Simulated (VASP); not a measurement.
# Li3Br (R32) in VASP: further runs

Li3Br is run at these levels: PBE; tasks: relaxation of cell and atoms, single point.

All numbers are computed with VASP 6.6.1; they aren't measurements. Logs are shortened: lines on timing, memory, paths and dates and some standing lists are left out, and cuts for length are marked.

## 1. The cell of the first run

The structure is trigonal, space group R32 (No. 155). The conventional cell has a = 6.202 Å, b = 6.202 Å, c = 7.591 Å, α = 90.00°, β = 90.00°, γ = 120.00°. Li (site symmetry 2) has 2 Br at 2.19 Å within 2.9 Å. Br (site symmetry 32) has 6 Li at 2.19 Å within 2.9 Å.

The cell was built from a structure type or drawn by symmetry, and may not be a known phase.

## 2. Relaxation of cell and atoms, PBE

Contents of INCAR:

```
SYSTEM = Li3Br
PREC = Accurate
ENCUT = 600
EDIFF = 1E-7
ISMEAR = 0
SIGMA = 0.1
LREAL = .FALSE.
LASPH = .TRUE.
NELM = 100
ALGO = Normal
ISIF = 3
LWAVE = .FALSE.
LCHARG = .FALSE.
GGA = PE
IBRION = 2
NSW = 90
EDIFFG = -0.04
```

Contents of KPOINTS:

```
Automatic mesh
0
G
  6 6 6
  0 0 0
```

Contents of POSCAR:

```
Li3Br
1.0
    3.1010725000      1.7904050400      2.5304404900
   -3.1010725000      1.7904050400      2.5304404900
    0.0000000000     -3.5808100900      2.5304404900
Li Br
3 1
Direct
    0.5000000000      0.0019302400      0.9980697600
    0.0019302400      0.9980697600      0.5000000000
    0.9980697600      0.5000000000      0.0019302400
    0.0000000000      0.0000000000      0.0000000000
```

Potentials or basis: VASP PAW PBE potentials, release 64 (Li_sv, Br).

On the command line:

```sh
$ cat potpaw_PBE.64/Li_sv/POTCAR potpaw_PBE.64/Br/POTCAR > POTCAR
$ mpirun -np 1 vasp_std > vasp.out
```

OUTCAR:

```text
SYSTEM = Li3Br
   PREC = Accurate
   ENCUT = 600
   EDIFF = 1E-7
   ISMEAR = 0
   LREAL = .FALSE.
   LASPH = .TRUE.
   NELM = 100
   ISIF = 3
   GGA = PE
   IBRION = 2
   NSW = 90
   EDIFFG = -0.04

 ion  position               nearest neighbor table
   1  0.500  0.002  0.998-   4 2.19   4 2.19
   2  0.002  0.998  0.500-   4 2.19   4 2.19
   3  0.998  0.500  0.002-   4 2.19   4 2.19
   4  0.000  0.000  0.000-   1 2.19   3 2.19   3 2.19   1 2.19   2 2.19   2 2.19

  LATTYP: Found a trigonal (rhomboedric) cell.
 ALAT       =     4.3846698771
 COS(alpha) =    -0.0004146285

  Lattice vectors:

 A1 = (   3.1010725000,   1.7904050400,   2.5304404900)
 A2 = (  -3.1010725000,   1.7904050400,   2.5304404900)
 A3 = (   0.0000000000,  -3.5808100900,   2.5304404900)

Analysis of symmetry for initial positions (statically):
=====================================================================
 Subroutine PRICEL returns:
 Original cell was already a primitive cell.

 Routine SETGRP: Setting up the symmetry group for a
 trigonal (rhombohedral) supercell.

 Subroutine GETGRP returns: Found  6 space group operations
 (whereof  6 operations were pure point group operations)
 out of a pool of 12 trial point group operations.

The static configuration has the point symmetry D_3 .

Analysis of symmetry for dynamics (positions and initial velocities):
=====================================================================
 Subroutine PRICEL returns:
 Original cell was already a primitive cell.

 Routine SETGRP: Setting up the symmetry group for a
 trigonal (rhombohedral) supercell.

 Subroutine GETGRP returns: Found  6 space group operations
 (whereof  6 operations were pure point group operations)
 out of a pool of 12 trial point group operations.

The dynamic configuration has the point symmetry D_3 .

 Subroutine INISYM returns: Found  6 space group operations
 (whereof  6 operations are pure point group operations),
 and found     1 'primitive' translations

----------------------------------------------------------------------------------------

                                     Primitive cell

  volume of cell :      84.2967

  direct lattice vectors                    reciprocal lattice vectors
     3.101072500  1.790405040  2.530440490     0.161234541  0.093088805  0.131729371
    -3.101072500  1.790405040  2.530440490    -0.161234541  0.093088805  0.131729371
     0.000000000 -3.580810090  2.530440490     0.000000000 -0.186177611  0.131729370

  length of vectors
     4.384669877  4.384669877  4.384669882     0.228067380  0.228067380  0.228067380

  position of ions in fractional coordinates (direct lattice)
     0.500000000  0.001930240  0.998069760
     0.001930240  0.998069760  0.500000000
     0.998069760  0.500000000  0.001930240
     0.000000000  0.000000000  0.000000000

  ion indices of the primitive-cell ions
   primitive index   ion index
                 1           1
                 2           2
                 3           3
                 4           4

----------------------------------------------------------------------------------------

 KPOINTS: Automatic mesh

Automatic generation of k-mesh.
 Grid dimensions read from file:
 generate k-points for:    6    6    6

 Generating k-lattice:

  Cartesian coordinates                     Fractional coordinates (reciprocal lattice)
     0.026872423  0.015514801  0.021954895     0.166666667  0.000000000  0.000000000
    -0.026872423  0.015514801  0.021954895     0.000000000  0.166666667  0.000000000
     0.000000000 -0.031029602  0.021954895     0.000000000  0.000000000  0.166666667

  Length of vectors
     0.038011230  0.038011230  0.038011230

  Shift w.r.t. Gamma in fractional coordinates (k-lattice)
     0.000000000  0.000000000  0.000000000

 Subroutine IBZKPT returns following result:
 ===========================================

 Found     32 irreducible k-points:

 Following reciprocal coordinates:
            Coordinates               Weight
  0.000000  0.000000  0.000000      1.000000
  0.166667 -0.000000 -0.000000      6.000000
  0.333333 -0.000000 -0.000000      6.000000
  0.500000  0.000000 -0.000000      3.000000
  0.166667  0.166667 -0.000000      6.000000
  0.333333  0.166667 -0.000000     12.000000
[... 16 lines left out ...]
  0.500000  0.500000  0.166667      6.000000
 -0.333333  0.500000  0.166667     12.000000
 [... further k-points ...]
   k-points           NKPTS =     32   k-points in BZ     NKDIM =     32   number of bands    NBANDS=     12
   number of dos      NEDOS =    301   number of ions     NIONS =      4
   total plane-waves  NPLWV =  46656
   dimension x,y,z NGX =    36 NGY =   36 NGZ =   36
   dimension x,y,z NGXF=    72 NGYF=   72 NGZF=   72
   ions per type =               3   1
   NGX,Y,Z   is equivalent  to a cutoff of  13.65, 13.65, 13.65 a.u.
   NGXF,Y,Z  is equivalent  to a cutoff of  27.30, 27.30, 27.30 a.u.
 SYSTEM =  Li3Br
   PREC   = accura    normal or accurate (medium, high low for compatibility)
   ISTART =      0    job   : 0-new  1-cont  2-samecut
   ICHARG =      2    charge: 1-file 2-atom 10-const
   ISPIN  =      1    spin polarized calculation?
   LNONCOLLINEAR =      F non collinear calculations
   LSORBIT =      F    spin-orbit coupling
   LASPH  =      T    aspherical Exc in radial PAW
   ENCUT  =  600.0 eV  44.10 Ry    6.64 a.u.   8.76  8.76  8.76*2*pi/ulx,y,z
   NELM   =    100;   NELMIN=  2; NELMDL= -5     # of ELM steps
   EDIFF  = 0.1E-06   stopping-criterion for ELM
   LREAL  =      F    real-space projection
   EDIFFG = -.4E-01   stopping-criterion for IOM
   NSW    =     90    number of steps for IOM
   IBRION =      2    ionic relax: 0-MD 1-quasi-New 2-CG
   NFREE  =      1    steps in history (QN), initial steepest desc. (CG)
   ISIF   =      3    stress and relaxation
   ISYM   =      2    0-nonsym 1-usesym 2-fastsym
   POTIM  = 0.5000    time-step for ionic-motion
   TEBEG  =    0.0;   TEEND  =   0.0 temperature during run
   PSTRESS=    0.0 pullay stress
   NELECT =      16.0000    total number of electrons
   NUPDOWN=      -1.0000    fix difference up-down
   EMIN   =  10.00;   EMAX   =-10.00  energy-range for DOS
   EFERMI =   0.00;   METHOD = LEGACY
   ISMEAR =     0;   SIGMA  =   0.10  broadening in eV -4-tet -1-fermi 0-gaus
   EFERMI_NEDOS =   21; number of points for ismear=-14 and -15
   IALGO  =     38    algorithm
   IMIX   =      4    mixing-type and parameters
     AMIX     =   0.40;   BMIX     =  1.00
     AMIX_MAG =   1.60;   BMIX_MAG =  1.00
  volume/ion in A,a.u.               =      21.07       142.22
  Fermi-wavevector in a.u.,A,eV,Ry     =   0.940830  1.777911 12.043355  0.885162
  Thomas-Fermi vector in A             =   2.068281
   LORBIT       =      0    0 simple, 1 ext, 2 COOP (PROOUT), +10 PAW based schemes
   GGA     = PE    functional components
   LHFCALC =     F    Hartree Fock is set to
   AEXX    =    0.0000 exact exchange contribution
   IVDW    =     0    specifies the selected vdW correction
   LEPSILON=     F    determine dielectric tensor
   LRPA    =     F    only Hartree local field effects (RPA)
 conjugate gradient relaxation of ions
 non-spin polarized calculation
 Gauss-broadening in eV      SIGMA  =   0.10
  energy-cutoff  :      600.00
  volume of cell :       84.30
 maximum number of plane-waves:      2838
   NGX = 17   NGY = 17   NGZ = 17

--------------------------------------- Ionic step        1  -------------------------------------------

 number of electron      15.9999990 magnetization

 Free energy of the ion-electron system (eV)
  ---------------------------------------------------
  ext. energy  EPLUGINS =         0.00000000
  ---------------------------------------------------
  free energy    TOTEN  =        -7.75895647 eV

  energy without entropy =       -7.74873469  energy(sigma->0) =       -7.75384558

------------------------ aborting loop because EDIFF is reached ----------------------------------------

  FORCE on cell =-STRESS in cart. coord.  units (eV):
  Direction    XX          YY          ZZ          XY          YZ          ZX
  --------------------------------------------------------------------------------------
  -------------------------------------------------------------------------------------
  Total        5.5961160      5.5961160      5.5913274      0.0000000     -0.0000000      0.0000000
  in kB      106.3620504    106.3620505    106.2710358      0.0000000     -0.0000001      0.0000000
  external PRESSURE =     106.3317122 kB  Pullay stress =       0.0000000 kB

 VOLUME and BASIS-vectors are now :
 -----------------------------------------------------------------------------
  energy-cutoff  :      600.00
  volume of cell :       84.30
      direct lattice vectors                 reciprocal lattice vectors
     3.101072500  1.790405040  2.530440490     0.161234541  0.093088805  0.131729371
    -3.101072500  1.790405040  2.530440490    -0.161234541  0.093088805  0.131729371
     0.000000000 -3.580810090  2.530440490     0.000000000 -0.186177611  0.131729370
[... 77 lines left out ...]
 POSITION                                       TOTAL-FORCE (eV/Angst)
 -----------------------------------------------------------------------------------
      1.72478     -2.98741      4.23946        -0.001526      0.002643     -0.000000
     -3.44957     -0.00000      4.23946         0.003052     -0.000000      0.000000
      1.72478      2.98741      4.23946        -0.001526     -0.002643      0.000000
     -0.00000      0.00000      0.00000         0.000000     -0.000000     -0.000000
 -----------------------------------------------------------------------------------
    total drift:                               -0.000000     -0.000000      0.000000

  FREE ENERGIE OF THE ION-ELECTRON SYSTEM (eV)
  ---------------------------------------------------
  free  energy   TOTEN  =        -8.7254602915 eV

  energy  without entropy=       -8.7215648910  energy(sigma->0) =       -8.72351259

--------------------------------------- Ionic step        4  -------------------------------------------

 number of electron      16.0000053 magnetization

 Free energy of the ion-electron system (eV)
  ---------------------------------------------------
  ext. energy  EPLUGINS =         0.00000000
  ---------------------------------------------------
  free energy    TOTEN  =        -8.74599433 eV

  energy without entropy =       -8.73987119  energy(sigma->0) =       -8.74293276

 E-fermi :   1.1196     XC(G=0):  -6.4289

 val. band max:        1.0422839394   @ k =   0.5000   0.1667   0.0000
 cond. band min:       1.1196249278   @ k =   0.5000   0.5000   0.5000
 fundamental gap:      0.0773409885
 Fermi energy:         1.1195526132

 k-point     1 :       0.0000    0.0000    0.0000
  band No.  band energies     occupation
      1     -47.3636      2.00000
      2     -47.3597      2.00000
      3     -47.3597      2.00000
      4     -16.9215      2.00000
      5      -5.4467      2.00000
      6      -5.4467      2.00000
      7      -5.4453      2.00000
      8      -0.6901      2.00000
      9       3.6067      0.00000
     10       3.6067      0.00000
     11       4.5736      0.00000
     12       4.5742      0.00000

 k-point     2 :       0.1667   -0.0000   -0.0000
  band No.  band energies     occupation
      1     -47.3633      2.00000
      2     -47.3600      2.00000
      3     -47.3597      2.00000
      4     -16.9250      2.00000
      5      -5.4597      2.00000
      6      -5.4319      2.00000
      7      -5.4310      2.00000
      8      -0.4590      2.00000
      9       3.0414      0.00000
     10       3.7030      0.00000
     11       4.3082      0.00000
     12       4.3099      0.00000
[... 316 lines left out ...]
 k-point    24 :      -0.3333    0.5000    0.1667
  band No.  band energies     occupation
      1     -47.3616      2.00000
      2     -47.3610      2.00000
      3     -47.3604      2.00000
      4     -16.9503      2.00000
      5      -5.3883      2.00000
      6      -5.3654      2.00000
      7      -5.3330      2.00000
      8       0.8105      1.99999
      9       1.7933      0.00000
     10       2.0301      0.00000
     11       3.4370      0.00000
     12       4.4302      0.00000

 [... further k-points ...]

------------------------ aborting loop because EDIFF is reached ----------------------------------------

  FORCE on cell =-STRESS in cart. coord.  units (eV):
  Direction    XX          YY          ZZ          XY          YZ          ZX
  --------------------------------------------------------------------------------------
  -------------------------------------------------------------------------------------
  Total        0.0984688      0.0984688      0.1010784      0.0000000     -0.0000000      0.0000000
  in kB        1.2733683      1.2733683      1.3071160      0.0000000     -0.0000000      0.0000000
  external PRESSURE =       1.2846175 kB  Pullay stress =       0.0000000 kB

 VOLUME and BASIS-vectors are now :
 -----------------------------------------------------------------------------
  energy-cutoff  :      600.00
  volume of cell :      123.90
      direct lattice vectors                 reciprocal lattice vectors
     3.525940512  2.035702701  2.876831375     0.141806136  0.081871811  0.115868221
    -3.525940512  2.035702701  2.876831375    -0.141806136  0.081871811  0.115868221
    -0.000000000 -4.071405414  2.876831376     0.000000000 -0.163743622  0.115868221

 POSITION                                       TOTAL-FORCE (eV/Angst)
 -----------------------------------------------------------------------------------
      1.75556     -3.04072      4.31525        -0.000694      0.001201     -0.000000
     -3.51112     -0.00000      4.31525         0.001387     -0.000000     -0.000000
      1.75556      3.04072      4.31525        -0.000694     -0.001201      0.000000
      3.52594     -2.03570      5.75366         0.000000     -0.000000      0.000000
 -----------------------------------------------------------------------------------
    total drift:                               -0.000001      0.000000     -0.000000

  FREE ENERGIE OF THE ION-ELECTRON SYSTEM (eV)
  ---------------------------------------------------
  free  energy   TOTEN  =        -8.7459943266 eV

  energy  without entropy=       -8.7398711902  energy(sigma->0) =       -8.74293276

 reached required accuracy - stopping structural energy minimisation
```

It took 92 s on 1 thread of Intel Xeon Platinum 8259CL at 2.50GHz (Skylake/Cascade Lake), shared host; peak memory 0.22 GiB.

What came out:

- Free energy: -8.7460 eV
- Relaxed volume: 30.97 Å³/atom
- Relaxed cell: a = 4.985 Å, b = 4.985 Å, c = 4.985 Å, α = 90.03°, β = 90.03°, γ = 90.03°
- Space group after relaxing (to 0.1 Å): Pm-3m (No. 221)
- Energy gained by relaxing: 246.8 meV/atom
- Ionic steps: 4
- Pressure after relaxing: 0.1 GPa
- Band gap on the k mesh: zero (filled and empty bands touch)

Step by step:
```
step  energy change (eV)  largest force (eV/Å)  pressure (GPa)  volume (Å³)
   1              0.0000                0.0113           10.63        84.30
   2             -0.7626                0.0060            3.70       102.54
   3             -0.9665                0.0031            0.93       117.48
   4             -0.9870                0.0014            0.13       123.90
```

Final structure:
```cif
data_structure
_symmetry_space_group_name_H-M 'P 1'
_symmetry_Int_Tables_number 1
_cell_length_a 4.9852
_cell_length_b 4.9852
_cell_length_c 4.9852
_cell_angle_alpha 90.028
_cell_angle_beta 90.028
_cell_angle_gamma 90.028
_cell_volume 123.90
loop_
_atom_site_label
_atom_site_type_symbol
_atom_site_fract_x
_atom_site_fract_y
_atom_site_fract_z
_atom_site_occupancy
Li1 Li 0.50000 0.00210 0.99790 1
Li2 Li 0.00210 0.99790 0.50000 1
Li3 Li 0.99790 0.50000 0.00210 1
Br1 Br 0.00000 0.00000 0.00000 1
```

Levels at points of the mesh, in eV from the Fermi level:
```
           k point  band 6  band 7  band 8  band 9  band 10  band 11
(0.00, 0.00, 0.00)   -6.57   -6.56   -1.81    2.49     2.49     3.45
(0.50, 0.00, 0.00)   -6.51   -6.51   -0.15    0.05     2.44     2.44
(0.50, 0.50, 0.00)   -6.50   -6.45   -0.57    1.45     1.45     1.89
(0.50, 0.50, 0.50)   -6.41   -6.40    0.00    0.00     0.00     2.70
```

Caveat: the cutoff is under 1.25 times the usual one of these potentials, so pressure, stress and relaxed cells hold a basis-set (Pulay) error; the volume moved by over 15 % at a fixed basis, so the end points are rough.

## 3. Single point, PBE

Contents of INCAR:

```
SYSTEM = Li3Br
PREC     = Accurate       ! precision mode
ENCUT    = 520            ! plane-wave cutoff, eV
EDIFF    = 1E-6           ! SCF threshold, eV
ISMEAR   = 0              ! smearing method
SIGMA    = 0.1            ! smearing width, eV
LREAL    = .False.        ! projectors in reciprocal space
LASPH    = .True.         ! aspherical terms in the spheres
NELM     = 100            ! most SCF steps
ALGO     = Normal         ! electronic algorithm
ISIF     = 2              ! what is computed and relaxed
LWAVE    = .False.        ! write WAVECAR
LCHARG   = .True.         ! write CHGCAR
GGA      = PE             ! functional
LELF     = .True.         ! ELF
LVHAR    = .True.       
NBANDS   = 16             ! bands
```

Contents of KPOINTS:

```
regular mesh
0
Gamma
  6 6 6
  0 0 0
```

POSCAR is that of step 2.

Potentials or basis: VASP PAW PBE potentials, release 64 (Li_sv, Br).

On the command line:

```sh
$ cat potpaw_PBE.64/Li_sv/POTCAR potpaw_PBE.64/Br/POTCAR > POTCAR
$ mpirun -np 1 vasp_std > vasp.out
```

It took 47 s on 1 thread of Intel Xeon Platinum 8375C at 2.90GHz (Ice Lake), shared host; peak memory 0.21 GiB.

The run converged. Its results:

* Free energy: -7.7590 eV
* Largest force: 0.011 eV/Å
* Band gap on the k mesh: zero (bands 8 and 9 overlap by 0.83 eV)

Forces on the atoms (eV/Å):
```
Li  -0.006  0.010  0.000
Li   0.011  0.000  0.000
Li  -0.006 -0.010  0.000
Br   0.000  0.000  0.000
```

Levels at points of the mesh, in eV from the Fermi level:
```tsv
k point	band 4	band 5	band 6	band 7	band 8	band 9	band 10	band 11	band 12	band 13
(0.00, 0.00, 0.00)	-18.71	-7.40	-7.40	-7.40	-1.79	3.52	3.52	4.73	4.73	4.74
(0.50, 0.00, 0.00)	-18.77	-7.39	-7.28	-7.28	0.45	0.59	2.70	2.70	3.97	5.38
(0.50, 0.50, 0.00)	-18.83	-7.16	-7.14	-7.14	-1.13	2.27	2.27	3.23	3.23	3.72
(0.50, 0.50, 0.50)	-18.89	-6.93	-6.93	-6.92	-0.37	-0.37	-0.37	3.02	5.77	5.77
```

Caveat: the cutoff is under 1.25 times the usual one of these potentials, so pressure, stress and relaxed cells hold a basis-set (Pulay) error.
